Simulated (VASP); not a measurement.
# V4Bi4O15 (a cell with a defect) in VASP: single point with PBE

Aim: the single point of V4Bi4O15 (a cell with a defect) with PBE.

All numbers are computed with VASP 6.6.1; they aren't measurements. Logs are shortened: lines on timing, memory, paths and dates and some standing lists are left out, and cuts for length are marked.

## (1) The cell of the first run

The cell holds a defect, 23 atoms: a = 6.929 Å, b = 6.929 Å, c = 7.307 Å, α = 90.00°, β = 90.00°, γ = 116.36°.

## (2) Single point, PBE

INCAR

```
SYSTEM = V4Bi4O15
PREC = Accurate
ENCUT = 520
EDIFF = 1E-6
ISMEAR = 0
SIGMA = 0.02
LREAL = Auto
LASPH = .True.
NELM = 60
ALGO = Normal
ISIF = 2
LWAVE = .False.
LCHARG = .True.
GGA = PE
LELF = .True.
LVHAR = .True.
NELECT = 200.0
NBANDS = 118
```

KPOINTS

```
Automatic mesh
0
Gamma
  2 2 2
  0.5 0.5 0.5
```

POSCAR

```
V4Bi4O15
1.0
   -2.5834678445     -2.5834678445      5.8874966706
   -2.5834678445     -2.5834678445     -5.8874966706
    5.1669356890     -5.1669356890      0.0000000000
V Bi O
4 4 15
Direct
    0.0429964398      0.1217027264      0.4657696834
    0.4940116232      0.4816012552     -0.0062432556
    0.4840451652     -0.0305018774      0.7423666039
    0.0061033325      0.4940079821      0.2443975648
   -0.0005821525     -0.0354811956     -0.0265413600
    0.5106705812      0.5023799608      0.4945529911
    0.5065724485     -0.0321792787      0.2343927954
   -0.0138754594      0.4702581477      0.7739945377
    1.2907674131      0.1334405591      0.4348044248
    0.4586750094      0.6047425230      0.1978052489
    0.2033957438      0.8496775530      0.7982261147
    0.7566218607      0.4271257933      0.3199103104
    0.6083767411      0.2390297806      0.6949241709
    0.1363708601      0.7620624241      0.1969522288
    0.8602232040     -0.0273519900      0.3064743003
    0.3418488853      0.4849907073      0.8090881620
    0.6124494530      0.9300365541      0.9327205311
    0.1186227977      0.4103590137      0.4402186590
    0.9538492127      1.0776889430      0.6862323655
    0.4024137038      0.2195110101      0.0479728247
    0.4952432337      0.8348853790      0.5439991262
   -0.0174026635      0.3419869240      0.0510919849
    0.7712910588      0.6064592034      0.9231911886
```

Potentials or basis: VASP PAW PBE potentials, release 64 (V_sv, Bi_d, O).

Started as:

```console
cat potpaw_PBE.64/V_sv/POTCAR potpaw_PBE.64/Bi_d/POTCAR potpaw_PBE.64/O/POTCAR > POTCAR
mpirun -np 1 vasp_std > vasp.out
```

OUTCAR:

```text
SYSTEM = V4Bi4O15
   PREC = Accurate
   ENCUT = 520
   EDIFF = 1E-6
   ISMEAR = 0
   LREAL = Auto
   LASPH = .True.
   NELM = 60
   ISIF = 2
   GGA = PE
   NELECT = 200.0

 ion  position               nearest neighbor table
   1  0.043  0.122  0.466-  15 1.69   9 1.70  19 1.70  18 1.84   6 3.15
   2  0.494  0.482  0.994-  20 1.68  16 1.72  10 1.79  23 1.80
   3  0.484  0.969  0.742-  13 1.71  17 1.74  21 1.74  11 1.79
   4  0.006  0.494  0.244-  12 1.67  14 1.70  22 1.73  18 1.84
   5  0.999  0.965  0.973-  11 2.30  23 2.30  19 2.31  14 2.59  17 2.60  20 2.61  15 2.63  22 2.73
                             8 3.69   8 3.83   7 3.92
   6  0.511  0.502  0.495-  10 2.36   9 2.36  12 2.37  21 2.38  18 2.53  16 2.56  13 2.65   1 3.15
                             7 3.75
   7  0.507  0.968  0.234-  14 2.33  17 2.37  10 2.40  21 2.43  15 2.49  20 2.56   9 2.69  12 2.94
                             6 3.75   5 3.92
   8  0.986  0.470  0.774-  22 2.21  23 2.35  11 2.39  16 2.43  13 2.46  18 2.70  19 2.71   5 3.69
                             5 3.83
   9  0.291  0.133  0.435-   1 1.70   6 2.36   7 2.69
  10  0.459  0.605  0.198-   2 1.79   6 2.36   7 2.40
  11  0.203  0.850  0.798-   3 1.79   5 2.30   8 2.39
  12  0.757  0.427  0.320-   4 1.67   6 2.37   7 2.94
  13  0.608  0.239  0.695-   3 1.71   8 2.46   6 2.65
  14  0.136  0.762  0.197-   4 1.70   7 2.33   5 2.59
  15  0.860  0.973  0.306-   1 1.69   7 2.49   5 2.63
  16  0.342  0.485  0.809-   2 1.72   8 2.43   6 2.56
  17  0.612  0.930  0.933-   3 1.74   7 2.37   5 2.60
  18  0.119  0.410  0.440-   1 1.84   4 1.84   6 2.53   8 2.70
  19  0.954  0.078  0.686-   1 1.70   5 2.31   8 2.71
  20  0.402  0.220  0.048-   2 1.68   7 2.56   5 2.61
  21  0.495  0.835  0.544-   3 1.74   6 2.38   7 2.43
  22  0.983  0.342  0.051-   4 1.73   8 2.21   5 2.73
  23  0.771  0.606  0.923-   2 1.80   5 2.30   8 2.35

  LATTYP: Found a base centered orthorhombic cell.
 ALAT       =     7.3071505273
 B/A-ratio  =     1.6114343474
 C/A-ratio  =     1.0000000000

  Lattice vectors:

 A1 = (  -2.5834678445,  -2.5834678445,   5.8874966706)
 A2 = (  -2.5834678445,  -2.5834678445,  -5.8874966706)
 A3 = (   5.1669356890,  -5.1669356890,   0.0000000000)

Analysis of symmetry for initial positions (statically):
=====================================================================
 Subroutine PRICEL returns:
 Original cell was already a primitive cell.

 Routine SETGRP: Setting up the symmetry group for a
 base centered orthorhombic supercell.

 Subroutine GETGRP returns: Found  1 space group operations
 (whereof  1 operations were pure point group operations)
[... 143 lines left out ...]
   ISIF   =      2    stress and relaxation
   ISYM   =      2    0-nonsym 1-usesym 2-fastsym
   POTIM  = 0.5000    time-step for ionic-motion
   TEBEG  =    0.0;   TEEND  =   0.0 temperature during run
   PSTRESS=    0.0 pullay stress
   NELECT =     200.0000    total number of electrons
   NUPDOWN=      -1.0000    fix difference up-down
   EMIN   =  10.00;   EMAX   =-10.00  energy-range for DOS
   EFERMI =   0.00;   METHOD = LEGACY
   ISMEAR =     0;   SIGMA  =   0.02  broadening in eV -4-tet -1-fermi 0-gaus
   EFERMI_NEDOS =   21; number of points for ismear=-14 and -15
   IALGO  =     38    algorithm
   IMIX   =      4    mixing-type and parameters
     AMIX     =   0.40;   BMIX     =  1.00
     AMIX_MAG =   1.60;   BMIX_MAG =  1.00
  volume/ion in A,a.u.               =      13.67        92.23
  Fermi-wavevector in a.u.,A,eV,Ry     =   1.408021  2.660775 26.973878  1.982524
  Thomas-Fermi vector in A             =   2.530221
   LORBIT       =      0    0 simple, 1 ext, 2 COOP (PROOUT), +10 PAW based schemes
   GGA     = PE    functional components
   LHFCALC =     F    Hartree Fock is set to
   AEXX    =    0.0000 exact exchange contribution
   IVDW    =     0    specifies the selected vdW correction
   LEPSILON=     F    determine dielectric tensor
   LRPA    =     F    only Hartree local field effects (RPA)
 non-spin polarized calculation
 Gauss-broadening in eV      SIGMA  =   0.02
  energy-cutoff  :      520.00
  volume of cell :      314.36
 maximum number of plane-waves:      8480
 NGX is ok and might be reduce to    54
   NGX = 25   NGY = 25   NGZ = 27

 number of electron     199.9999997 magnetization

 Free energy of the ion-electron system (eV)
  ---------------------------------------------------
  ext. energy  EPLUGINS =         0.00000000
  ---------------------------------------------------
  free energy    TOTEN  =      -181.87114299 eV

  energy without entropy =     -181.87114299  energy(sigma->0) =     -181.87114299

 E-fermi :   4.2021     XC(G=0): -10.4184

 val. band max:        4.0278117217   @ k =  -0.2500  -0.2500   0.2500
 cond. band min:       6.2892263782   @ k =  -0.2500  -0.2500   0.2500
 fundamental gap:      2.2614146565
 Fermi energy:         4.2020503818

 k-point     1 :       0.2500    0.2500    0.2500
  band No.  band energies     occupation
      1     -60.4259      2.00000
      2     -60.1931      2.00000
      3     -60.0617      2.00000
      4     -59.9137      2.00000
      5     -34.4022      2.00000
      6     -34.3610      2.00000
[... 449 lines left out ...]
    111       7.8090      0.00000
    112       7.9272      0.00000
 [bands above 112 left out]

------------------------ aborting loop because EDIFF is reached ----------------------------------------

  FORCE on cell =-STRESS in cart. coord.  units (eV):
  Direction    XX          YY          ZZ          XY          YZ          ZX
  --------------------------------------------------------------------------------------
  -------------------------------------------------------------------------------------
  Total      -16.2289567    -17.2847329    -15.0465069      0.1638872     -0.5621609     -0.2938854
  in kB      -82.7131199    -88.0940292    -76.6866010      0.8352738     -2.8651307     -1.4978276
  external PRESSURE =     -82.4979167 kB  Pullay stress =       0.0000000 kB

 VOLUME and BASIS-vectors are now :
 -----------------------------------------------------------------------------
  energy-cutoff  :      520.00
  volume of cell :      314.36
      direct lattice vectors                 reciprocal lattice vectors
    -2.583467844 -2.583467844  5.887496671    -0.096769155 -0.096769155  0.084925738
    -2.583467844 -2.583467844 -5.887496671    -0.096769155 -0.096769155 -0.084925738
     5.166935689 -5.166935689  0.000000000     0.096769155 -0.096769155  0.000000000

 POSITION                                       TOTAL-FORCE (eV/Angst)
 -----------------------------------------------------------------------------------
      1.98111     -2.83210     -0.46338        -0.019969      0.004505     -0.030176
      2.61421     -7.65514      0.07307        -0.050262     -0.089202     -0.045900
      0.08058     -7.59094     -2.85810         0.043119      0.031973     -0.009613
     -0.02924     -2.55481     -2.87254        -0.005272     -0.069998      0.090992
     -0.04397    -10.10357      0.20547         0.016602     -0.027874     -0.011852
     -0.06186     -5.17251      0.04881        -0.011998     -0.019326      0.016490
[... 15 lines left out ...]
     -3.15803     -3.68601      3.77159        -0.029114      0.118397      0.074787
      1.21070     -8.32944      0.97045        -0.069880     -0.027704      0.039931
 -----------------------------------------------------------------------------------
    total drift:                                0.016260      0.012987      0.038589

  FREE ENERGIE OF THE ION-ELECTRON SYSTEM (eV)
  ---------------------------------------------------
  free  energy   TOTEN  =      -181.8711429881 eV

  energy  without entropy=     -181.8711429881  energy(sigma->0) =     -181.87114299
```

OSZICAR:

```text
N       E                     dE             d eps       ncg     rms          rms(c)
DAV:   1     0.323883147752E+04    0.32388E+04   -0.10228E+05   944   0.200E+03
DAV:   2     0.450424101845E+03   -0.27884E+04   -0.26971E+04   944   0.606E+02
DAV:   3    -0.171876989840E+03   -0.62230E+03   -0.58120E+03  1114   0.262E+02
[... 14 lines left out ...]
DAV:  18    -0.181871141553E+03    0.21452E-03   -0.56487E-04  1112   0.128E-01    0.449E-02
DAV:  19    -0.181871145494E+03   -0.39407E-05   -0.86709E-05  1216   0.376E-02    0.299E-02
DAV:  20    -0.181871142463E+03    0.30301E-05   -0.31875E-05  1176   0.284E-02    0.108E-02
DAV:  21    -0.181871150620E+03   -0.81562E-05   -0.30156E-05  1216   0.257E-02    0.347E-02
DAV:  22    -0.181871143269E+03    0.73512E-05   -0.25293E-05  1176   0.264E-02    0.503E-03
DAV:  23    -0.181871142988E+03    0.28044E-06   -0.11720E-06   744   0.525E-03
   1 F= -.18187114E+03 E0= -.18187114E+03  d E =-.307900E-35
```

Wall time 4.7 min (1 thread of AMD EPYC 9R14 (Zen 4), shared host); peak memory 0.4 GiB.

What came out:

- Free energy: -181.8711 eV
- Largest force: 0.199 eV/Å

Forces on the atoms (eV/Å):
```
V   -0.020  0.005 -0.030
V   -0.050 -0.089 -0.046
V    0.043  0.032 -0.010
V   -0.005 -0.070  0.091
Bi   0.017 -0.028 -0.012
Bi  -0.012 -0.019  0.016
Bi   0.015 -0.008 -0.014
Bi  -0.014  0.027  0.004
O   -0.072 -0.032  0.152
O    0.033 -0.051 -0.049
O    0.055  0.035 -0.041
O    0.136  0.046 -0.124
O   -0.120 -0.068 -0.076
O   -0.121 -0.064 -0.081
O   -0.005  0.173 -0.022
O   -0.052  0.110 -0.078
O    0.044 -0.082  0.075
O   -0.010 -0.075 -0.013
O    0.142 -0.074 -0.022
O    0.142  0.073  0.119
O   -0.046  0.069  0.044
O   -0.029  0.118  0.075
O   -0.070 -0.028  0.040
```

Levels at points of the mesh, in eV from the Fermi level:
```csv
k point,band 96,band 97,band 98,band 99,band 100,band 101,band 102,band 103,band 104,band 105
"(0.25, 0.25, 0.25)",-0.84,-0.74,-0.63,-0.45,-0.29,2.11,2.27,2.39,2.49,2.67
```

Caveat: the cell carries a net charge on a neutralising background, which shifts energy and pressure; the cell is charged against a uniform background, so pressure and absolute levels hang on convention; spin-orbit coupling is left out, which moves the levels of the heavy elements.
